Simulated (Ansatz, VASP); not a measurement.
## Al: VASP beside Ansatz

```
CELL_PARAMETERS angstrom
2.81246 0.00000 0.00000
-1.40623 2.43566 0.00000
0.00000 0.00000 4.86685
ATOMIC_POSITIONS crystal
Al 0.41429 0.14858 0.75000
Al 0.33333 0.66667 0.25000
```

Alike in both runs: task single point; functional PBEsol; k mesh 18 × 18 × 10; occupations gaussian, width 0.15 eV; no spin polarisation.

|  | VASP | Ansatz |
| --- | --- | --- |
| version | VASP 6.6.1 | Ansatz 0.2.0 |
| potentials or method | VASP PAW PBE potentials, release 64 (Al), cutoff 520 eV | scalar-relativistic, plane waves, PAW |
| valence electrons in the cell | 6 | 6 |

```tsv
	VASP	Ansatz	Ansatz less VASP
gap on the k mesh at the Fermi level (eV)	none	none	-
pressure (GPa)	0.2	0.1	-0.06
traceless stress, the component that is largest in VASP (GPa)	0.81	0.81	+0.004
rms of the force components (eV/Å)	0.159	0.158	-0.0010
```

VASP's potentials were made for PBE, not for PBEsol. Atom by atom the forces differ by 0.001 eV/Å (rms over components). A gap of «none» marks a metal or a gap that the smearing closes. With one functional, cell and mesh, what is left measures potentials, basis and numerics.
